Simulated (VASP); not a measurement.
# Ga3Sb (Fmmm) in VASP: single point with PBE

Aim: the single point of Ga3Sb with PBE.

All numbers are computed with VASP 6.6.1; they aren't measurements. Logs are shortened: lines on timing, memory, paths and dates and some standing lists are left out, and cuts for length are marked.

## 1. The cell of the first run

It takes space group Fmmm (No. 69, orthorhombic). The conventional cell has a = 6.344 Å, b = 6.586 Å, c = 8.441 Å, α = 90.00°, β = 90.00°, γ = 90.00°. Ga (site symmetry 222) has 10 Ga at 3.11 to 4.22 Å and 4 Sb at 3.11 Å within 4.3 Å. Within 4.3 Å of Ga (site symmetry mmm) lie 8 Ga at 3.11 Å and 6 Sb at 3.17 to 4.22 Å. Sb (site symmetry mmm) has 14 Ga at 3.11 to 4.22 Å within 4.3 Å.

## 2. Single point, PBE (strain +0.0375 x Voigt [0, 0, 0, 0, 0, 1])

INCAR

```
SYSTEM = Ga3Sb
ALGO = Fast ; EDIFF = 1E-7
ENCUT = 520 ; GGA = PE
ISIF = 2 ; ISMEAR = 0
LASPH = .True. ; LCHARG = .True.
LELF = .True. ; LREAL = .False.
LVHAR = .True. ; LWAVE = .False.
NBANDS = 30 ; NELM = 60
PREC = Accurate ; SIGMA = 0.15
```

KPOINTS

```
k-points
0
Gamma
  14 14 14
  0 0 0
```

POSCAR

```
Ga3Sb
1.0
   -2.2428095908      2.2428095908      4.2203249441
    2.2428095908     -2.2428095908      4.2203249441
    2.3285220592      2.3285220592     -4.2203249441
Ga Sb
3 1
Direct
    0.7500000000      0.2500000000      0.5000000000
    0.2500000000      0.7500000000      0.5000000000
    0.5000000000      0.5000000000      0.0000000000
    0.0000000000      0.0000000000      0.0000000000
```

Potentials or basis: VASP PAW PBE potentials, release 64 (Ga_d, Sb).

The run is started by

```
cat potpaw_PBE.64/Ga_d/POTCAR potpaw_PBE.64/Sb/POTCAR > POTCAR
mpirun -np 1 vasp_std > vasp.out
```

OUTCAR:

```text
SYSTEM = Ga3Sb
   EDIFF = 1E-7
   ENCUT = 520
   GGA = PE
   ISIF = 2
   ISMEAR = 0
   LASPH = .True.
   LREAL = .False.
   NELM = 60
   PREC = Accurate

 ion  position               nearest neighbor table
   1  0.750  0.250  0.500-   4 3.11   4 3.11   4 3.11   4 3.11
   2  0.250  0.750  0.500-   4 3.11   4 3.11   4 3.11   4 3.11
   3  0.500  0.500  0.000-   4 3.17   4 3.17   4 3.29   4 3.29
   4  0.000  0.000  0.000-   1 3.11   2 3.11   1 3.11   2 3.11   1 3.11   2 3.11   1 3.11   2 3.11
                             3 3.17   3 3.17   3 3.29   3 3.29

  LATTYP: Found a face centered orthorhombic cell.
 ALAT       =     6.3436234823
 B/A-ratio  =     1.0382165605
 C/A-ratio  =     1.3305723317

  Lattice vectors:

 A1 = (   2.3285220592,   2.3285220592,   4.2203249441)
 A2 = (   2.2428095908,  -2.2428095908,   4.2203249441)
 A3 = (   4.5713316500,   0.0857124684,   0.0000000000)

Analysis of symmetry for initial positions (statically):
=====================================================================
 Subroutine PRICEL returns:
 Original cell was already a primitive cell.

 Routine SETGRP: Setting up the symmetry group for a
 face centered orthorhombic supercell.

 Subroutine GETGRP returns: Found  8 space group operations
 (whereof  8 operations were pure point group operations)
 out of a pool of  8 trial point group operations.

The static configuration has the point symmetry D_2h.

Analysis of symmetry for dynamics (positions and initial velocities):
=====================================================================
 Subroutine PRICEL returns:
 Original cell was already a primitive cell.

 Routine SETGRP: Setting up the symmetry group for a
 face centered orthorhombic supercell.

 Subroutine GETGRP returns: Found  8 space group operations
 (whereof  8 operations were pure point group operations)
 out of a pool of  8 trial point group operations.

The dynamic configuration has the point symmetry D_2h.

 Subroutine INISYM returns: Found  8 space group operations
 (whereof  8 operations are pure point group operations),
 and found     1 'primitive' translations

----------------------------------------------------------------------------------------

                                     Primitive cell

  volume of cell :      88.1614

  direct lattice vectors                    reciprocal lattice vectors
    -2.242809591  2.242809591  4.220324944    -0.004103092  0.218831571  0.118474290
     2.242809591 -2.242809591  4.220324944     0.218831571 -0.004103092  0.118474290
     2.328522059  2.328522059 -4.220324944     0.214728479  0.214728479  0.000000000

  length of vectors
     5.279349615  5.279349615  5.353052643     0.248877980  0.248877980  0.303671927

  position of ions in fractional coordinates (direct lattice)
     0.750000000  0.250000000  0.500000000
     0.250000000  0.750000000  0.500000000
     0.500000000  0.500000000  0.000000000
     0.000000000  0.000000000  0.000000000

  ion indices of the primitive-cell ions
   primitive index   ion index
                 1           1
                 2           2
                 3           3
                 4           4

----------------------------------------------------------------------------------------

 KPOINTS: k-points

Automatic generation of k-mesh.
 Grid dimensions read from file:
 generate k-points for:   14   14   14

 Generating k-lattice:

  Cartesian coordinates                     Fractional coordinates (reciprocal lattice)
    -0.000293078  0.015630826  0.008462449     0.071428571 -0.000000000  0.000000000
     0.015630826 -0.000293078  0.008462449    -0.000000000  0.071428571  0.000000000
     0.015337748  0.015337748  0.000000000     0.000000000  0.000000000  0.071428571

  Length of vectors
     0.017776999  0.017776999  0.021690852

  Shift w.r.t. Gamma in fractional coordinates (k-lattice)
     0.000000000  0.000000000  0.000000000

 Subroutine IBZKPT returns following result:
 ===========================================

 Found    428 irreducible k-points:

 Following reciprocal coordinates:
            Coordinates               Weight
  0.000000  0.000000  0.000000      1.000000
  0.071429  0.000000  0.000000      8.000000
  0.142857  0.000000  0.000000      8.000000
  0.214286  0.000000  0.000000      8.000000
  0.285714  0.000000  0.000000      8.000000
  0.357143  0.000000  0.000000      8.000000
[... 16 lines left out ...]
  0.214286  0.142857  0.000000      8.000000
  0.285714  0.142857 -0.000000      8.000000
 [... further k-points ...]
   k-points           NKPTS =    428   k-points in BZ     NKDIM =    428   number of bands    NBANDS=     30
   number of dos      NEDOS =    301   number of ions     NIONS =      4
   total plane-waves  NPLWV =  64000
   dimension x,y,z NGX =    40 NGY =   40 NGZ =   40
   dimension x,y,z NGXF=    80 NGYF=   80 NGZF=   80
   ions per type =               3   1
   NGX,Y,Z   is equivalent  to a cutoff of  12.60, 12.60, 12.42 a.u.
   NGXF,Y,Z  is equivalent  to a cutoff of  25.19, 25.19, 24.85 a.u.
 SYSTEM =  Ga3Sb
   PREC   = accura    normal or accurate (medium, high low for compatibility)
   ISTART =      0    job   : 0-new  1-cont  2-samecut
   ICHARG =      2    charge: 1-file 2-atom 10-const
   ISPIN  =      1    spin polarized calculation?
   LNONCOLLINEAR =      F non collinear calculations
   LSORBIT =      F    spin-orbit coupling
   LASPH  =      T    aspherical Exc in radial PAW
   ENCUT  =  520.0 eV  38.22 Ry    6.18 a.u.   9.82  9.82  9.95*2*pi/ulx,y,z
   NELM   =     60;   NELMIN=  2; NELMDL= -5     # of ELM steps
   EDIFF  = 0.1E-06   stopping-criterion for ELM
   LREAL  =      F    real-space projection
   EDIFFG = 0.1E-05   stopping-criterion for IOM
   NSW    =      0    number of steps for IOM
   IBRION =     -1    ionic relax: 0-MD 1-quasi-New 2-CG
   NFREE  =      0    steps in history (QN), initial steepest desc. (CG)
   ISIF   =      2    stress and relaxation
   ISYM   =      2    0-nonsym 1-usesym 2-fastsym
   POTIM  = 0.5000    time-step for ionic-motion
   TEBEG  =    0.0;   TEEND  =   0.0 temperature during run
   PSTRESS=    0.0 pullay stress
   NELECT =      44.0000    total number of electrons
   NUPDOWN=      -1.0000    fix difference up-down
   EMIN   =  10.00;   EMAX   =-10.00  energy-range for DOS
   EFERMI =   0.00;   METHOD = LEGACY
   ISMEAR =     0;   SIGMA  =   0.15  broadening in eV -4-tet -1-fermi 0-gaus
   EFERMI_NEDOS =   21; number of points for ismear=-14 and -15
   IALGO  =     68    algorithm
   IMIX   =      4    mixing-type and parameters
     AMIX     =   0.40;   BMIX     =  1.00
     AMIX_MAG =   1.60;   BMIX_MAG =  1.00
  volume/ion in A,a.u.               =      22.04       148.74
  Fermi-wavevector in a.u.,A,eV,Ry     =   1.298572  2.453946 22.943373  1.686290
  Thomas-Fermi vector in A             =   2.429892
   LORBIT       =      0    0 simple, 1 ext, 2 COOP (PROOUT), +10 PAW based schemes
   GGA     = PE    functional components
   LHFCALC =     F    Hartree Fock is set to
   AEXX    =    0.0000 exact exchange contribution
   IVDW    =     0    specifies the selected vdW correction
   LEPSILON=     F    determine dielectric tensor
   LRPA    =     F    only Hartree local field effects (RPA)
 non-spin polarized calculation
 RMM-DIIS sequential band-by-band and
 Gauss-broadening in eV      SIGMA  =   0.15
  energy-cutoff  :      520.00
  volume of cell :       88.16
 maximum number of plane-waves:      2404
   NGX = 19   NGY = 19   NGZ = 19

 number of electron      43.9999995 magnetization

 Free energy of the ion-electron system (eV)
  ---------------------------------------------------
  ext. energy  EPLUGINS =         0.00000000
  ---------------------------------------------------
  free energy    TOTEN  =       -12.59152690 eV

  energy without entropy =      -12.57572781  energy(sigma->0) =      -12.58362736

 E-fermi :   6.0329     XC(G=0): -10.4966

 val. band max:        6.0296884805   @ k =  -0.1429   0.2143   0.2857
 cond. band min:       6.0333342047   @ k =   0.0714   0.0714   0.4286
 fundamental gap:      0.0036457243
 Fermi energy:         6.0329368214

 k-point     1 :       0.0000    0.0000    0.0000
  band No.  band energies     occupation
      1      -8.9226      2.00000
      2      -8.8923      2.00000
      3      -8.8729      2.00000
      4      -8.8721      2.00000
      5      -8.8601      2.00000
      6      -8.8472      2.00000
[... 22 lines left out ...]
     29      11.6639      0.00000
     30      12.6893      0.00000

 k-point     2 :       0.0714    0.0000    0.0000
  band No.  band energies     occupation
      1      -8.9205      2.00000
      2      -8.8918      2.00000
      3      -8.8780      2.00000
      4      -8.8697      2.00000
      5      -8.8608      2.00000
      6      -8.8506      2.00000
[... 22 lines left out ...]
     29      11.9614      0.00000
     30      13.0267      0.00000

 k-point     3 :       0.1429    0.0000    0.0000
  band No.  band energies     occupation
      1      -8.9143      2.00000
      2      -8.8928      2.00000
      3      -8.8806      2.00000
      4      -8.8729      2.00000
      5      -8.8619      2.00000
      6      -8.8481      2.00000
[... 22 lines left out ...]
     29      12.7051      0.00000
     30      13.8489      0.00000

 k-point     4 :       0.2143    0.0000    0.0000
  band No.  band energies     occupation
      1      -8.9048      2.00000
      2      -8.8948      2.00000
      3      -8.8859      2.00000
      4      -8.8688      2.00000
      5      -8.8642      2.00000
      6      -8.8402      2.00000
[... 616 lines left out ...]
     29      11.7113      0.00000
     30      13.0313      0.00000

 k-point    23 :       0.2143    0.1429    0.0000
  band No.  band energies     occupation
      1      -8.9142      2.00000
      2      -8.8992      2.00000
      3      -8.8843      2.00000
      4      -8.8719      2.00000
      5      -8.8585      2.00000
      6      -8.8424      2.00000
[... 22 lines left out ...]
     29      10.6141      0.00000
     30      13.5844      0.00000

 k-point    24 :       0.2857    0.1429   -0.0000
  band No.  band energies     occupation
      1      -8.9140      2.00000
      2      -8.8917      2.00000
      3      -8.8850      2.00000
      4      -8.8662      2.00000
      5      -8.8591      2.00000
      6      -8.8318      2.00000
[... 22 lines left out ...]
     29      11.3089      0.00000
     30      13.5942      0.00000

 [... further k-points ...]

------------------------ aborting loop because EDIFF is reached ----------------------------------------

  FORCE on cell =-STRESS in cart. coord.  units (eV):
  Direction    XX          YY          ZZ          XY          YZ          ZX
  --------------------------------------------------------------------------------------
  -------------------------------------------------------------------------------------
  Total        0.0672153      0.0672153     -0.0271506     -0.2588216      0.0000000      0.0000000
  in kB        1.2215179      1.2215179     -0.4934139     -4.7036221      0.0000000      0.0000000
  external PRESSURE =       0.6498740 kB  Pullay stress =       0.0000000 kB

 VOLUME and BASIS-vectors are now :
 -----------------------------------------------------------------------------
  energy-cutoff  :      520.00
  volume of cell :       88.16
      direct lattice vectors                 reciprocal lattice vectors
    -2.242809591  2.242809591  4.220324944    -0.004103092  0.218831571  0.118474290
     2.242809591 -2.242809591  4.220324944     0.218831571 -0.004103092  0.118474290
     2.328522059  2.328522059 -4.220324944     0.214728479  0.214728479  0.000000000

 POSITION                                       TOTAL-FORCE (eV/Angst)
 -----------------------------------------------------------------------------------
      0.04286      2.28567      2.11016        -0.000000     -0.000000     -0.000000
      2.28567      0.04286      2.11016         0.000000     -0.000000      0.000000
      0.00000      0.00000      4.22032        -0.000000      0.000000      0.000000
      0.00000      0.00000      0.00000        -0.000000      0.000000      0.000000
 -----------------------------------------------------------------------------------
    total drift:                               -0.000000     -0.000000      0.000000

  FREE ENERGIE OF THE ION-ELECTRON SYSTEM (eV)
  ---------------------------------------------------
  free  energy   TOTEN  =       -12.5915269027 eV

  energy  without entropy=      -12.5757278086  energy(sigma->0) =      -12.58362736
```

Wall time 45 min (1 thread of Intel Xeon 8259CL, shared host); peak memory 0.97 GiB.

Results:

```yaml
Free_energy: -12.5915 eV
Pressure: 0.1 GPa
Band_gap_on_the_k_mesh: zero (bands 22 and 23 overlap by 4.40 eV)
```

Levels at points of the mesh, in eV from the Fermi level:
```
           k point  band 20  band 21  band 22  band 23  band 24  band 25
(0.00, 0.00, 0.00)    -2.25    -2.00    -1.73    -0.61    -0.37     0.21
(0.50, 0.00, 0.00)    -1.81    -1.26    -0.97    -0.25     1.77     2.79
(0.50, 0.50, 0.00)    -4.68    -4.33     1.00     1.13     1.51     1.93
(0.00, 0.00, 0.50)    -4.60    -4.17     0.85     0.96     1.47     1.67
(0.50, 0.50, 0.50)    -3.51    -3.49     2.55     3.38     3.83     4.07
```

Caveat: the cell differs from its parent crystal (strain +0.0375 x Voigt [0, 0, 0, 0, 0, 1]); spin-orbit coupling is left out, which moves the levels of the heavy elements.
